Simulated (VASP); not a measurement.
Write the native input for VASP 6.6.1 that does the following.

| Item | Value |
| --- | --- |
| Task | single point |
| Functional | r2SCAN |
| Potentials or basis | VASP PAW PBE potentials, release 64 (Pb_d, S) |
| Cutoff | 520 eV |
| k mesh | 8 × 8 × 8 |
| Occupations | gaussian, width 0.01 eV |
| Spin | no spin polarisation |
| Dipole correction | no |
| Further INCAR settings | ALGO = Normal; EDIFF = 1e-06; NBANDS = 17 |

The system is PbS.

```
CELL_PARAMETERS angstrom
0.00000 3.13659 2.95078
3.13659 0.00000 2.95078
3.13659 3.13659 0.00000
ATOMIC_POSITIONS crystal
Pb 0.00000 0.00000 0.00000
S 0.50000 0.50000 0.50000
```

This cell differs from its parent crystal: epitaxial xy strain +5.0%.

The input as run:

POSCAR

```
PbS
1.0
    0.0000000000      3.1365943053      2.9507774926
    3.1365943053      0.0000000000      2.9507774926
    3.1365943053      3.1365943053      0.0000000000
Pb S
1 1
Direct
    0.0000000000      0.0000000000      0.0000000000
    0.5000000000      0.5000000000      0.5000000000
```

INCAR.step1

```
SYSTEM = PbS
PREC     = Accurate       ! precision mode
ENCUT    = 520            ! plane-wave cutoff, eV
ISMEAR   = 0              ! smearing method
SIGMA    = 0.01           ! smearing width, eV
LREAL    = .FALSE.        ! projectors in reciprocal space
LASPH    = .TRUE.         ! aspherical terms in the spheres
NELM     = 100            ! most SCF steps
NBANDS   = 17             ! bands
GGA      = PE             ! functional
ALGO     = Normal         ! electronic algorithm
EDIFF    = 1E-4           ! SCF threshold, eV
LWAVE    = .TRUE.         ! write WAVECAR
LCHARG   = .FALSE.        ! write CHGCAR
```

INCAR.step2

```
SYSTEM = PbS
PREC     = Accurate       ! precision mode
ENCUT    = 520            ! plane-wave cutoff, eV
EDIFF    = 1E-6           ! SCF threshold, eV
ISMEAR   = 0              ! smearing method
SIGMA    = 0.01           ! smearing width, eV
LREAL    = .FALSE.        ! projectors in reciprocal space
LASPH    = .TRUE.         ! aspherical terms in the spheres
NELM     = 100            ! most SCF steps
ALGO     = Normal         ! electronic algorithm
ISIF     = 2              ! what is computed and relaxed
LWAVE    = .FALSE.        ! write WAVECAR
LCHARG   = .TRUE.         ! write CHGCAR
METAGGA  = R2SCAN         ! meta-GGA
LMIXTAU  = .TRUE.       
LELF     = .TRUE.         ! ELF
LVHAR    = .TRUE.       
NBANDS   = 17             ! bands
ISTART   = 1
```

KPOINTS

```
Automatic mesh
0
G
  8 8 8
  0 0 0
```

Potentials or basis: VASP PAW PBE potentials, release 64 (Pb_d, S).

The run is started by

```sh
$ cat potpaw_PBE.64/Pb_d/POTCAR potpaw_PBE.64/S/POTCAR > POTCAR
$ cp INCAR.step1 INCAR
$ mpirun -np 1 vasp_std > vasp.out
$ cp INCAR.step2 INCAR
$ mpirun -np 1 vasp_std > vasp.out
```

Results of the run:

```
Pressure               : -3.7 GPa
Band gap on the k mesh : 0.88 eV, direct
```

Caveat: the cell differs from its parent crystal (epitaxial xy strain +5.0%); the PAW data sets were made with another functional, which shifts forces and pressure a little; spin-orbit coupling is left out, which moves the levels of the heavy elements.

Run time: 3 min on 1 thread of Intel(R) Xeon(R) Platinum 8259CL CPU @ 2.50GHz (Skylake/Cascade Lake), on a shared host, peak memory 0.23 GiB.
